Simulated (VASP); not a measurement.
## MoSe: single point with PBE

The system is MoSe.

```
CELL_PARAMETERS angstrom
0.00000 2.89288 2.89288
2.89288 0.00000 2.89288
2.89288 2.89288 0.00000
ATOMIC_POSITIONS crystal
Mo 0.99654 0.99091 0.01513
Se 0.49815 0.49517 0.50270
```

- Program: VASP 6.6.1
- Task: single point
- Functional: PBE
- Potentials or basis: VASP PAW PBE potentials, release 64 (Mo_sv, Se)
- Cutoff: 520 eV
- k mesh: 6 × 6 × 6
- Occupations: gaussian, width 0.005 eV
- Spin: no spin polarisation
- Dipole correction: no
- Further INCAR settings: ALGO = Normal; EDIFF = 1e-06; NBANDS = 17

| Quantity | Value |
| --- | --- |
| Pressure | -20.3 GPa |
| Largest force | 0.152 eV/Å |
| Band gap on the k mesh | zero (bands 10 and 11 overlap by 1.19 eV) |

Forces in eV/Å, atoms in the order of the input:
```
Mo   0.084  0.111 -0.061
Se  -0.084 -0.111  0.061
```

Levels at points of the mesh, in eV from the Fermi level:
```
           k point  band 7  band 8  band 9  band 10  band 11  band 12  band 13  band 14
(0.00, 0.00, 0.00)   -2.01   -2.01   -1.11    -1.10    -1.09    -0.92    -0.91     0.80
(0.50, 0.00, 0.00)   -4.07   -4.06   -0.06    -0.06     0.26     2.51     2.84     2.90
(0.00, 0.50, 0.00)   -4.07   -4.06   -0.06    -0.06     0.26     2.51     2.84     2.90
(0.00, 0.00, 0.50)   -4.07   -4.07   -0.06    -0.06     0.26     2.57     2.85     2.85
(0.50, 0.50, 0.50)   -4.07   -4.06   -0.06    -0.06     0.26     2.52     2.84     2.89
(0.50, 0.50, 0.00)   -3.09   -3.08   -2.05    -0.43     0.28     0.28     0.55     1.59
(0.00, 0.50, 0.50)   -3.09   -3.08   -2.05    -0.43     0.28     0.28     0.55     1.59
(0.50, 0.00, 0.50)   -3.09   -3.08   -2.05    -0.43     0.28     0.28     0.55     1.59
```

Run time: 66 s on 1 thread of Intel(R) Xeon(R) Platinum 8259CL CPU @ 2.50GHz (Skylake/Cascade Lake) (shared host), peak memory 0.23 GiB.

Caveat: the cell stands under tension.
